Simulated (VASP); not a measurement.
Write the native input for VASP 6.6.1 that does the following.

```
Task                               : single point
Functional                         : HSE06
Potentials or basis                : VASP PAW PBE potentials, release 64 (Na_pv, I)
Cutoff                             : 400 eV
k mesh                             : 3 × 3 × 3
Occupations                        : fermi-dirac, width 0.1 eV
Spin                               : no spin polarisation
Dipole correction                  : no
Grid for exact exchange (PRECFOCK) : Normal
Further INCAR settings             : ALGO = Normal; EDIFF = 1e-06; NBANDS = 14
Share of exact exchange            : 0.25
Screening parameter                : 0.2079 1/Å
```

Crystal: NaI.

```
Na I
1.0
     0.00000    3.32217    3.32217
     3.32217    0.00000    3.32217
     3.32217    3.32217    0.00000
Na I
1 1
Direct
  0.00000 0.00000 0.00000
  0.50000 0.50000 0.50000
```

These files were run (other wordings do the same):

POSCAR

```
NaI
1.0
    0.0000000000      3.3221680000      3.3221680000
    3.3221680000      0.0000000000      3.3221680000
    3.3221680000      3.3221680000      0.0000000000
Na I
1 1
Direct
    0.0000000000      0.0000000000      0.0000000000
    0.5000000000      0.5000000000      0.5000000000
```

INCAR.step1

```
SYSTEM = NaI
PREC = Accurate
ENCUT = 400
EDIFF = 1E-5
ISMEAR = -1
SIGMA = 0.1
LREAL = .False.
LASPH = .True.
NELM = 120
ALGO = Normal
ISIF = 2
LWAVE = .True.
NBANDS = 14
GGA = PE
GGA_COMPAT = .False.
```

INCAR.step2

```
SYSTEM = NaI
PREC = Accurate
ENCUT = 400
EDIFF = 1E-6
ISMEAR = -1
SIGMA = 0.1
LREAL = .False.
LASPH = .True.
NELM = 120
ALGO = Normal
ISIF = 2
LWAVE = .False.
LCHARG = .True.
GGA = PE
LHFCALC = .True.
HFSCREEN = 0.2079
PRECFOCK = Normal
LELF = .True.
LVHAR = .True.
NBANDS = 14
ISTART = 1
GGA_COMPAT = .False.
```

KPOINTS

```
Automatic mesh
0
Gamma
  3 3 3
  0 0 0
```

Potentials or basis: VASP PAW PBE potentials, release 64 (Na_pv, I).

Command:

```sh
$ cat potpaw_PBE.64/Na_pv/POTCAR potpaw_PBE.64/I/POTCAR > POTCAR
$ cp INCAR.step1 INCAR
$ mpirun -np 1 vasp_std > vasp.out
$ cp INCAR.step2 INCAR
$ mpirun -np 1 vasp_std > vasp.out
```

It gave:

```json
{
  "Pressure": "-0.8 GPa",
  "Band gap on the k mesh": "4.45 eV"
}
```

Caveat: the k points lie up to 0.55 Å⁻¹ apart; the PAW data sets were made with another functional, which shifts forces and pressure a little; spin-orbit coupling is left out, which moves the levels of the heavy elements.

Run time: 2.2 min on 1 thread of Intel Xeon 8259CL (shared host), peak memory 0.27 GiB.
